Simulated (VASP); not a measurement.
W: single point with PBE

Crystal: W.

```
W
1.0
    -1.46952    1.46952    1.46952
     1.46952   -1.46952    1.46952
     1.46952    1.46952   -1.46952
W
1
Direct
  0.00000 0.00000 0.00000
```

This cell differs from its parent crystal: strain -0.080 along x and y, -0.080 along z.

```
Program                : VASP 6.6.1
Task                   : single point
Functional             : PBE
Potentials or basis    : VASP PAW PBE potentials, release 64 (W_sv)
Cutoff                 : 520 eV
k mesh                 : 20 × 20 × 20
Occupations            : gaussian, width 0.15 eV
Spin                   : no spin polarisation
Dipole correction      : no
Further INCAR settings : ALGO = Fast; EDIFF = 1e-06; NBANDS = 13
```

```
Pressure               : 121.2 GPa
Band gap on the k mesh : zero (band 7 reaches 21.92 eV, above the bottom of band 8 at 13.26 eV)
```

Levels at points of the mesh, in eV from the Fermi level:
```
           k point  band 3  band 4  band 5  band 6  band 7  band 8  band 9  band 10  band 11  band 12
(0.00, 0.00, 0.00)  -37.25  -37.25  -10.95   -1.87   -1.87   -1.87    2.60     2.60    14.78    14.78
(0.50, 0.00, 0.00)  -38.06  -37.28   -8.07   -5.01    1.66    2.70    3.98     8.24    11.85    15.07
(0.50, 0.50, 0.50)  -39.01  -39.01   -8.08   -8.08    6.79    6.79    6.79    10.19    10.19    10.19
```

It took 38 s on 1 thread of Intel(R) Xeon(R) Platinum 8375C CPU @ 2.90GHz (Ice Lake), on a shared host, peak memory 0.15 GiB.

Caveat: the cell differs from its parent crystal (strain -0.080 along x and y, -0.080 along z); spin-orbit coupling is left out, which moves the levels of the heavy elements.
